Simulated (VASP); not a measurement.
Wanted: the native input for a VASP 6.6.1 run.

```yaml
Task: single point
Functional: PBE
Dispersion: D3(BJ)
Potentials_or_basis: VASP PAW PBE potentials, release 64 (Pb_d, S)
Cutoff: 520 eV
k_mesh: 12 × 12 × 12
Occupations: gaussian, width 0.02 eV
Spin: no spin polarisation
Dipole_correction: no
Further_INCAR_settings: ALGO = Normal; EDIFF = 1e-06; NBANDS = 17
```

The structure of PbS lies in POSCAR:

```
PbS
1.0
    2.1126617058      1.2197458045      3.4519162518
   -2.1126617058      1.2197458045      3.4519162518
    0.0000000000     -2.4394916091      3.4519162518
Pb S
1 1
Direct
    0.9781344677      0.9781344677      0.9781344677
    0.4774668623      0.4774668623      0.4774668623
```

These files were run (other wordings do the same):

INCAR

```
  ALGO = Normal
  EDIFF = 1E-6
  ENCUT = 520
  GGA = PE
  ISIF = 2
  ISMEAR = 0
  IVDW = 12
  LASPH = T
  LCHARG = T
  LELF = T
  LREAL = F
  LVHAR = T
  LWAVE = F
  NBANDS = 17
  NELM = 80
  PREC = Accurate
  SIGMA = 0.02
```

KPOINTS

```
k-points
0
Gamma
  12 12 12
```

Potentials or basis: VASP PAW PBE potentials, release 64 (Pb_d, S).

Run with:

```bash
$ cat potpaw_PBE.64/Pb_d/POTCAR potpaw_PBE.64/S/POTCAR > POTCAR
$ mpirun -np 1 vasp_std > vasp.out
```

It gave:

```yaml
Pressure: -1.3 GPa
Band_gap_on_the_k_mesh: 0.44 eV, indirect (the least direct gap lies 2.3 meV higher)
Dispersion_energy_per_atom: -0.339 eV
```

Caveat: spin-orbit coupling is left out, which moves the levels of the heavy elements.

Run time: 46 s on 1 thread of Intel(R) Xeon(R) 6975P-C (Granite Rapids), on a shared host, peak memory 0.3 GiB.
